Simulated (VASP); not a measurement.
# Si2W: single point with PBE

The system is Si2W.

```
Si W
1.0
     3.21380    0.00000    0.00000
     0.00000    3.21380    0.00000
    -1.60690   -1.60690    3.91495
Si W
2 1
Direct
  0.33470 0.33470 0.66940
  0.66530 0.66530 0.33060
  0.00000 0.00000 0.00000
```

* Program: VASP 6.6.1
* Task: single point
* Functional: PBE
* Potentials or basis: VASP PAW PBE potentials, release 64 (Si, W_sv)
* Cutoff: 520 eV
* k mesh: 12 × 12 × 12
* Occupations: gaussian, width 0.05 eV
* Spin: no spin polarisation
* Dipole correction: no
* k mesh for the DOS: 18 × 18 × 18
* Occupations for the DOS: tetrahedron
* Further INCAR settings: ALGO = Normal; EDIFF = 1e-06

```json
{
  "Valence electrons inside the program's atomic spheres": "Si 1.63; W 12.22"
}
```

Levels at points of the mesh, in eV from the Fermi level:
| k point | band 9 | band 10 | band 11 | band 12 | band 13 | band 14 |
| --- | --- | --- | --- | --- | --- | --- |
| (0.00, 0.00, 0.00) | -2.83 | -2.83 | 0.62 | 2.75 | 2.94 | 3.07 |
| (0.50, 0.00, 0.00) | -2.79 | -2.75 | -0.43 | 2.71 | 2.80 | 3.95 |
| (0.50, 0.50, 0.00) | -5.01 | -3.24 | -1.76 | 2.81 | 2.98 | 3.14 |
| (0.00, 0.00, 0.50) | -0.84 | -0.84 | -0.49 | -0.49 | 0.79 | 4.51 |

Run time: 5.2 min on 1 thread of Intel Xeon 8259CL, on a shared host, peak memory 0.4 GiB.

Caveat: spin-orbit coupling is left out, which moves the levels of the heavy elements.
